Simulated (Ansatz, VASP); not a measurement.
# One calculation of KCl, two programs

File INCAR:

```
SYSTEM = KCl
PREC     = Accurate       ! precision mode
ENCUT    = 500            ! plane-wave cutoff, eV
EDIFF    = 1E-6           ! SCF threshold, eV
ISMEAR   = -1             ! smearing method
SIGMA    = 0.02           ! smearing width, eV
LREAL    = .FALSE.        ! projectors in reciprocal space
LASPH    = .TRUE.         ! aspherical terms in the spheres
NELM     = 120            ! most SCF steps
ALGO     = Normal         ! electronic algorithm
ISIF     = 2              ! what is computed and relaxed
LWAVE    = .FALSE.        ! write WAVECAR
LCHARG   = .FALSE.        ! write CHGCAR
GGA      = PE             ! functional
NBANDS   = 15             ! bands
GGA_COMPAT= .FALSE.
```

File KPOINTS:

```
regular mesh
0
G
  7 7 7
  0 0 0
```

POSCAR

```
KCl
1.0
    3.6818212735      0.0000000000      0.0000000000
    0.0000000000      3.6818212735      0.0000000000
    0.0000000000      0.0000000000      3.6818212735
K Cl
1 1
Direct
    0.0000000000      0.0000000000      0.0000000000
    0.5000000000      0.5000000000      0.5000000000
```

Input for Ansatz:

```yaml
crystal:
  lattice:
    - [3.6818212735, 0.0, 0.0]
    - [0.0, 3.6818212735, 0.0]
    - [0.0, 0.0, 3.6818212735]
  atoms:
    - { symbol: K, position: [0.0, 0.0, 0.0] }
    - { symbol: Cl, position: [0.5, 0.5, 0.5] }
kpoints:
  mp_grid: { grid: [7, 7, 7] }
  band_path:
    path:
      - [0.0, 0.0, 0.0]
      - [0.0, 0.5, 0.0]
      - [0.5, 0.5, 0.0]
      - [0.0, 0.0, 0.0]
      - [0.5, 0.5, 0.5]
      - [0.0, 0.5, 0.0]
      - [0.5, 0.5, 0.5]
      - [0.5, 0.5, 0.0]
    npoints: 5
scf:
  occupations: { method: fermi_dirac, width: 0.02 }
hamiltonian:
  xc: pbe
  pseudopotentials: { kind: all_electron, lapw: { basis_error: 0.0005 } }
output:
  forces: true
  stress: true
  eigenvalues: true
```

Change from the starting cell: volume scaled by 1.04.

Alike in both runs: task single point; functional PBE; k mesh 7 × 7 × 7; occupations fermi-dirac, width 0.02 eV; no spin polarisation.

|  | VASP | Ansatz |
| --- | --- | --- |
| version | VASP 6.6.1 | Ansatz 0.2.0 |
| potentials or method | VASP PAW PBE potentials, release 64 (K_sv, Cl), cutoff 500 eV | all-electron LAPW, scalar-relativistic |

|  | VASP | Ansatz | Ansatz less VASP |
| --- | --- | --- | --- |
| gap on the k mesh at the Fermi level (eV) | 5.40 | 5.40 | +0.003 |
| pressure (GPa) | 3.1 | 3.1 | -0.04 |

Ansatz ran all-electron here, and VASP with PAW potentials.
